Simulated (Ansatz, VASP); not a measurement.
## Mo in VASP and in Ansatz

```
Mo
1.0
    -1.56632    1.56632    1.56632
     1.56632   -1.56632    1.56632
     1.56632    1.56632   -1.56632
Mo
1
Direct
  0.00000 0.00000 0.00000
```

Alike in both runs: functional PBE; dispersion D3(BJ); k mesh 8 × 8 × 8; occupations gaussian, width 0.1 eV; no spin polarisation.

Ansatz relaxed the structure, and its values are those at the end. VASP's run is a single point on that final structure, the one shown.

```csv
,VASP,Ansatz
version,VASP 6.6.1,Ansatz 0.2.0
potentials or method,"VASP PAW PBE potentials, release 64 (Mo_sv), cutoff 520 eV","scalar-relativistic, plane waves, PAW"
valence electrons in the cell,14,14
```

|  | VASP | Ansatz | Ansatz less VASP |
| --- | --- | --- | --- |
| gap on the k mesh at the Fermi level (eV) | none | none | - |
| pressure (GPa) | 0.5 | 0.0 | -0.55 |

A gap of «none» marks a metal or a gap that the smearing closes.
